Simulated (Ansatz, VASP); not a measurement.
**Ti in VASP and in Ansatz**

```xyz
2
Lattice="2.9314 0.0000 0.0000 -1.4657 2.5387 0.0000 0.0000 0.0000 4.7489" Properties=species:S:1:pos:R:3 pbc="T T T"
Ti    0.0000    1.6924    1.1872
Ti    1.4657    0.8462    3.5616
```

Alike in both runs: task relaxation of cell and atoms; functional PBEsol; k mesh 15 × 15 × 8; occupations fermi-dirac, width 0.05 eV; no spin polarisation.

|  | VASP | Ansatz |
| --- | --- | --- |
| version | VASP 6.6.1 | Ansatz 0.2.0 |
| potentials or method | VASP PAW PBE potentials, release 64 (Ti_sv) | PAW with Ansatz's default frozen-core files, scalar-relativistic |
| plane-wave cutoff (eV) | 600 | 420 |
| valence electrons in the cell | 24 | 24 |

Ansatz gave:

| Quantity | Value |
| --- | --- |
| relaxed volume (Å³/atom) | 16.73 |
| relaxed cell length with the largest relative difference (Å) | 2.902 |

What did VASP give for the same quantities?

Relaxed volume (Å³/atom): 16.69; relaxed cell length with the largest relative difference (Å): 2.900.

VASP's potentials were made for PBE, not for PBEsol.
